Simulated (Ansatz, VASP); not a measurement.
## Two plane-wave programs on Bi2Te3

INCAR

```
PREC = Accurate
ENCUT = 520
EDIFF = 1E-6
ISMEAR = -1
SIGMA = 0.05
LREAL = False
LASPH = True
NELM = 60
ALGO = Normal
ISIF = 2
LWAVE = False
LCHARG = False
GGA = PS
NBANDS = 32
```

KPOINTS

```
regular mesh
0
Gamma
  6 6 6
```

File POSCAR:

```
Bi2Te3
1.0
    2.1930000000      1.2661291403      9.7590400000
   -2.1930000000      1.2661291403      9.7590400000
    0.0000000000     -2.5322582807      9.7590400000
Bi Te
2 3
Direct
    0.6000000000      0.6000000000      0.6000000000
    0.4000000000      0.4000000000      0.4000000000
    0.7905000000      0.7905000000      0.7905000000
    0.2095000000      0.2095000000      0.2095000000
    0.0000000000      0.0000000000      0.0000000000
```

input.yaml

```yaml
crystal:
  lattice:
    - [2.193, 1.2661291403, 9.75904]
    - [-2.193, 1.2661291403, 9.75904]
    - [0.0, -2.5322582807, 9.75904]
  atoms:
    - { symbol: Bi, position: [0.6, 0.6, 0.6] }
    - { symbol: Bi, position: [0.4, 0.4, 0.4] }
    - { symbol: Te, position: [0.7905, 0.7905, 0.7905] }
    - { symbol: Te, position: [0.2095, 0.2095, 0.2095] }
    - { symbol: Te, position: [0.0, 0.0, 0.0] }
hamiltonian:
  xc: pbesol
  pseudopotentials: { kind: paw }
kpoints:
  mp_grid: { grid: [6, 6, 6] }
  band_path:
    path:
      - [[0.0, 0.0, 0.0], [0.5, 0.0, 0.0], [0.5, 0.1778881574, -0.1778881574]]
      - [[0.8221118426, 0.5, 0.1778881574], [0.5, 0.5, 0.5], [0.0, 0.0, 0.0], [0.3389440787, 0.0, -0.3389440787]]
      - [[0.6610559213, 0.3389440787, 0.0], [0.5, 0.5, 0.0], [0.6610559213, 0.6610559213, 0.1778881574], [0.5, 0.5, 0.5]]
      - [[0.5, 0.0, 0.0], [0.8221118426, 0.3389440787, 0.3389440787]]
    npoints: 14
scf:
  occupations: { method: fermi_dirac, width: 0.05 }
  n_extra_bands: 12
output:
  forces: true
  stress: true
  eigenvalues: true
  fatbands: true
```

Alike in both runs: functional PBEsol; k mesh 6 × 6 × 6; occupations fermi-dirac, width 0.05 eV; no spin polarisation.

|  | VASP | Ansatz |
| --- | --- | --- |
| version | VASP 6.6.1 | Ansatz 0.2.0 |
| potentials or method | VASP PAW PBE potentials, release 64 (Bi_d, Te) | Ansatz PAW |
| plane-wave cutoff (eV) | 520 | 420 |
| valence electrons in the cell | 48 | 78 |
| task | single point | band structure |

```csv
,VASP,Ansatz,Ansatz less VASP
gap on the k mesh at the Fermi level (eV),0.09,0.10,+0.013
least direct gap on the mesh (eV),0.09,0.10,+0.013
pressure (GPa),1.8,1.8,-0.02
"traceless stress, the component that is largest in VASP (GPa)",0.74,0.75,+0.004
rms of the force components (eV/Å),0.094,0.087,-0.0078
```

VASP's potentials were made for PBE, not for PBEsol. Atom by atom the forces differ by 0.008 eV/Å (rms over components). VASP's potentials hold 48 valence electrons a cell and Ansatz's 78, so a difference there can come from the potentials and not from the codes.

Neither program's run includes spin-orbit coupling.
